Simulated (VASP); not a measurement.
The system is Ga3BAs4.

```
CELL_PARAMETERS angstrom
5.45026 0.00000 0.00000
0.00000 5.45026 0.00000
0.00000 0.00000 5.45026
ATOMIC_POSITIONS crystal
B 0.00000 0.00000 0.00000
As 0.22906 0.22906 0.22906
As 0.77094 0.77094 0.22906
As 0.77094 0.22906 0.77094
As 0.22906 0.77094 0.77094
Ga 0.50000 0.50000 0.00000
Ga 0.50000 0.00000 0.50000
Ga 0.00000 0.50000 0.50000
```

Base run:

| Item | Value |
| --- | --- |
| Program | VASP 6.6.1 |
| Functional | r2SCAN |
| Potentials or basis | VASP PAW PBE potentials, release 64 (B, As, Ga_d) |
| Cutoff | 520 eV |
| k mesh | 6 × 6 × 6 |
| Occupations | gaussian, width 0.01 eV |
| Spin | no spin polarisation |

Its results: band gap on the k mesh 0.80 eV (least direct gap 1.19 eV); pressure 0.2 GPa; largest force 0.005 eV/Å.

Problem. The run is repeated on the same cell with these changes: functional from r2SCAN to PBE; further incar settings from ALGO = Normal; EDIFF = 1e-06; NBANDS = 41 to ALGO = Normal; EDIFF = 1e-07; NBANDS = 41. What comes out?

Solution. Band gap on the k mesh 0.58 eV (least direct gap 0.84 eV); pressure 2.9 GPa; largest force 0.186 eV/Å.

Caveats: the PAW data sets were made with another functional, which shifts forces and pressure a little (at least some runs).

A k mesh can miss the band edges.
